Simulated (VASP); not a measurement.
Here is a VASP 6.6.1 calculation.

Contents of INCAR:

```
SYSTEM = LiCl
  PREC = Accurate
  ENCUT = 520
  EDIFF = 1E-7
  ISMEAR = 0
  SIGMA = 0.02
  LREAL = .False.
  LASPH = .True.
  NELM = 80
  ALGO = Normal
  ISIF = 2
  LWAVE = .False.
  LCHARG = .False.
  GGA = PE
  NBANDS = 30
```

Contents of KPOINTS:

```
regular mesh
0
Gamma
  4 4 6
  0 0 0
```

POSCAR

```
LiCl
1.0
    6.1926710494      0.0000000000      0.0000000000
    0.0000000000      6.1926710494      0.0000000000
    0.0000000000      0.0000000000      4.0119888121
Li Cl
4 4
Direct
    0.6743005154      0.6743005154      0.0000000000
    0.8256994846      0.1743005154      0.5000000000
    0.3256994846      0.3256994846      0.0000000000
    0.1743005154      0.8256994846      0.5000000000
    0.7994384272      0.7994384272      0.5000000000
    0.7005615728      0.2994384272      0.0000000000
    0.2005615728      0.2005615728      0.5000000000
    0.2994384272      0.7005615728      0.0000000000
```

Potentials or basis: VASP PAW PBE potentials, release 64 (Li_sv, Cl).

Command:

```sh
$ cat potpaw_PBE.64/Li_sv/POTCAR potpaw_PBE.64/Cl/POTCAR > POTCAR
$ mpirun -np 1 vasp_std > vasp.out
```

(1) Predict the band gap on the k mesh.

Results:

(1) 6.20 eV, direct.
